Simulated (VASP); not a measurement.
Set up this calculation in VASP 6.6.1, as the native input.

```
Task                   : electric field gradients
Functional             : LDA
Potentials or basis    : VASP PAW LDA potentials, release 64 (Zn, O)
Cutoff                 : 520 eV
k mesh                 : 11 × 11 × 6
Occupations            : fermi-dirac, width 0.02 eV
Spin                   : no spin polarisation
Dipole correction      : no
Further INCAR settings : ALGO = Normal; EDIFF = 1e-08; NBANDS = 26
```

The structure of ZnO lies in POSCAR:

```
ZnO
1.0
    3.2493987239      0.0000000000      0.0000000000
   -1.6246993619      2.8140618419      0.0000000000
    0.0000000000      0.0000000000      5.1517620000
Zn O
2 2
Direct
    0.3333333333      0.6666666667      0.0000000000
    0.6666666667      0.3333333333      0.5000000000
    0.3333333333      0.6666666667      0.3821000000
    0.6666666667      0.3333333333      0.8821000000
```

This cell differs from its parent crystal: zz strain of -1 %.

One way to write it, as run:

INCAR

```
SYSTEM = ZnO
PREC = Accurate
ENCUT = 520
EDIFF = 1E-8
ISMEAR = -1
SIGMA = 0.02
LREAL = .FALSE.
LASPH = .TRUE.
NELM = 120
ALGO = Normal
ISIF = 2
LWAVE = .FALSE.
LCHARG = .FALSE.
LEFG = .TRUE.
NBANDS = 26
GGA_COMPAT = .FALSE.
```

KPOINTS

```
Automatic mesh
0
G
  11 11 6
  0 0 0
```

Potentials or basis: VASP PAW LDA potentials, release 64 (Zn, O).

Command:

```sh
$ cat potpaw_LDA.64/Zn/POTCAR potpaw_LDA.64/O/POTCAR > POTCAR
$ mpirun -np 1 vasp_std > vasp.out
```

Results of the run:

```
Pressure               : -4.6 GPa
Largest force          : 0.043 eV/Å
Band gap on the k mesh : 0.77 eV, direct
```

Caveat: the cell differs from its parent crystal (zz strain of -1 %); without QUAD_EFG the Cq values of the log hold for a quadrupole moment of 1 mb, not for the nuclei.

Run time: 48 s on 1 thread of Intel(R) Xeon(R) 6975P-C (Granite Rapids), with other jobs on the host, peak memory 0.18 GiB.
